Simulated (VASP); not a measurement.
## C: single point with PBE

Crystal: C.

```xyz
4
Lattice="2.4508 0.0000 0.0000 -1.2254 2.1224 0.0000 0.0000 0.0000 6.1260" Properties=species:S:1:pos:R:3 pbc="T T T"
C     0.0000    0.0000   -0.0902
C     0.0000    0.0000    2.9728
C     0.0000    1.4149    0.1209
C     1.2254    0.7075    3.1839
```

This cell differs from its parent crystal: strained and its atoms moved.

- Program: VASP 6.6.1
- Task: single point
- Functional: PBE
- Potentials or basis: VASP PAW PBE potentials, release 64 (C)
- Cutoff: 520 eV
- k mesh: 21 × 21 × 6
- Occupations: gaussian, width 0.1 eV
- Spin: no spin polarisation
- Dipole correction: no
- Further INCAR settings: ALGO = Normal; EDIFF = 1e-06; NBANDS = 16

- Pressure: 6.1 GPa
- Largest force: 3.532 eV/Å
- Band gap on the k mesh: zero (band 8 reaches 5.51 eV, above the bottom of band 9 at 5.44 eV)

Forces on the atoms (eV/Å):
```
C    0.000  0.000  3.532
C    0.000  0.000  3.532
C    0.000  0.000 -3.532
C    0.000  0.000 -3.532
```

Stress tensor (GPa, compression positive):
```
8.17 0.00 0.00
0.00 8.17 0.00
0.00 0.00 1.86
```

Levels at points of the mesh, in eV from the Fermi level:
```csv
k point,band 6,band 7,band 8,band 9,band 10,band 11
"(0.00, 0.00, 0.00)",-2.48,-2.43,-2.43,4.04,8.54,8.54
"(0.00, 0.00, 0.50)",-2.46,-2.46,-2.46,7.23,7.23,8.60
```

Run time: 36 s on 1 thread of Intel(R) Xeon(R) 6975P-C (Granite Rapids), on a shared host, peak memory 0.18 GiB.

Caveat: the cell differs from its parent crystal (strained and its atoms moved); forces of over 1 eV/Å act on the atoms, so gaps and moduli don't describe the material at rest.
